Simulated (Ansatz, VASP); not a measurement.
# One calculation of BP, two programs

```xyz
2
Lattice="0.0000 2.3023 2.2342 2.3023 0.0000 2.2342 2.3023 2.3023 0.0000" Properties=species:S:1:pos:R:3 pbc="T T T"
B     0.0000    0.0000    0.0000
P     3.4534    3.4534    3.3514
```

Change from the starting cell: strain +0.015 along x and y, -0.015 along z, atoms carried along.

Alike in both runs: task single point; functional r2SCAN; k mesh 10 × 10 × 10; occupations gaussian, width 0.05 eV; no spin polarisation.

|  | VASP | Ansatz |
| --- | --- | --- |
| version | VASP 6.6.1 | Ansatz 0.2.0 |
| potentials or method | VASP PAW PBE potentials, release 64 (B, P), cutoff 520 eV | scalar-relativistic, plane waves, PAW |
| valence electrons in the cell | 8 | 8 |

```tsv
	VASP	Ansatz	Ansatz less VASP
gap on the k mesh at the Fermi level (eV)	0.99	0.97	-0.029
least direct gap on the mesh (eV)	3.30	3.26	-0.039
pressure (GPa)	-2.9	-2.4	+0.49
traceless stress, the component that is largest in VASP (GPa)	5.48	5.45	-0.025
```

VASP's potentials were made for PBE, not for r2SCAN.
